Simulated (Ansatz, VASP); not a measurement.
**One calculation of Al5Co2Ni3, two programs**

File INCAR:

```
SYSTEM = Al5Co2Ni3
ALGO = Fast ; EDIFF = 1E-7
ENCUT = 520 ; GGA = PE
ISIF = 2 ; ISMEAR = 0
LASPH = .TRUE. ; LCHARG = .FALSE.
LREAL = .FALSE. ; LWAVE = .FALSE.
NBANDS = 42 ; NELM = 60
PREC = Accurate ; SIGMA = 0.2
```

KPOINTS

```
k-points
0
G
  8 8 2
  0 0 0
```

File POSCAR:

```
Al5Co2Ni3
1.0
    2.8672721000      0.0000000000      0.0000000000
    0.0000000000      2.8672721000      0.0000000000
    0.0000000000      0.0000000000     14.4845897000
Al Co Ni
5 2 3
Direct
    0.5000000000      0.5000000000      0.8989450000
    0.5000000000      0.5000000000      0.1010550000
    0.5000000000      0.5000000000      0.3030800000
    0.5000000000      0.5000000000      0.5000000000
    0.5000000000      0.5000000000      0.6969200000
    0.0000000000      0.0000000000      0.4013380000
    0.0000000000      0.0000000000      0.5986620000
    0.0000000000      0.0000000000      0.7969240000
    0.0000000000      0.0000000000      0.0000000000
    0.0000000000      0.0000000000      0.2030760000
```

Input for Ansatz:

```yaml
crystal:
  lattice:
    - [2.8672721, 0.0, 0.0]
    - [0.0, 2.8672721, 0.0]
    - [0.0, 0.0, 14.4845897]
  atoms:
    - { symbol: Al, position: [0.5, 0.5, 0.898945] }
    - { symbol: Al, position: [0.5, 0.5, 0.101055] }
    - { symbol: Al, position: [0.5, 0.5, 0.30308] }
    - { symbol: Al, position: [0.5, 0.5, 0.5] }
    - { symbol: Al, position: [0.5, 0.5, 0.69692] }
    - { symbol: Co, position: [0.0, 0.0, 0.401338] }
    - { symbol: Co, position: [0.0, 0.0, 0.598662] }
    - { symbol: Ni, position: [0.0, 0.0, 0.796924] }
    - { symbol: Ni, position: [0.0, 0.0, 0.0] }
    - { symbol: Ni, position: [0.0, 0.0, 0.203076] }
basis:
  ecutwfc: 420
kpoints:
  mp_grid: { grid: [8, 8, 2] }
hamiltonian:
  xc: pbe
scf:
  occupations: { method: gaussian, width: 0.2 }
  lower_state_search: "off"
output:
  forces: true
  stress: true
  eigenvalues: true
```

Alike in both runs: task single point; functional PBE; k mesh 8 × 8 × 2; occupations gaussian, width 0.2 eV; no spin polarisation.

|  | VASP | Ansatz |
| --- | --- | --- |
| version | VASP 6.6.1 | Ansatz 0.2.0 |
| potentials or method | VASP PAW PBE potentials, release 64 (Al, Co, Ni), cutoff 520 eV | scalar-relativistic, plane waves, PAW |
| valence electrons in the cell | 63 | 103 |

|  | VASP | Ansatz | Ansatz less VASP |
| --- | --- | --- | --- |
| gap on the k mesh at the Fermi level (eV) | none | none | - |
| pressure (GPa) | 0.1 | 0.1 | +0.03 |
| traceless stress, the component that is largest in VASP (GPa) | -0.05 | -0.03 | +0.020 |
| rms of the force components (eV/Å) | 0.008 | 0.007 | -0.0008 |

Atom by atom the forces differ by 0.001 eV/Å (rms over components). A gap of «none» marks a metal or a gap that the smearing closes. VASP's potentials hold 63 valence electrons a cell and Ansatz's 103, so a difference there can come from the potentials and not from the codes.
